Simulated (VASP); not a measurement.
Input of a VASP 6.6.1 run:

File INCAR:

```
  PREC = Accurate
  ENCUT = 520
  EDIFF = 1E-6
  ISMEAR = -1
  SIGMA = 0.05
  LREAL = False
  LASPH = True
  NELM = 60
  ALGO = Normal
  ISIF = 2
  LWAVE = False
  LCHARG = True
  GGA = PE
  LELF = True
  LVHAR = True
  NBANDS = 20
```

KPOINTS

```
Automatic mesh
0
Gamma
  17 17 9
```

File POSCAR:

```
In
1.0
    2.5277550045      0.0000000000      0.0000000000
   -1.2638775023      2.1891000484      0.0000000000
    0.0000000000      0.0000000000      4.1937696723
In
2
Direct
    0.3333333333      0.6666666667      0.2500000000
    0.6666666667      0.3333333333      0.7500000000
```

Potentials or basis: VASP PAW PBE potentials, release 64 (In_d).

Run with:

```sh
$ cat potpaw_PBE.64/In_d/POTCAR > POTCAR
$ mpirun -np 1 vasp_std > vasp.out
```

Estimate the pressure.

281.6 GPa.

Predict the band gap on the k mesh.

zero (bands 13 and 14 overlap by 8.07 eV).

Stress tensor (GPa, compression positive):
```
281.61   0.00   0.00
  0.00 281.61   0.00
  0.00   0.00 281.70
```

Caveat: the cell stands under pressure; spin-orbit coupling is left out, which moves the levels of the heavy elements.
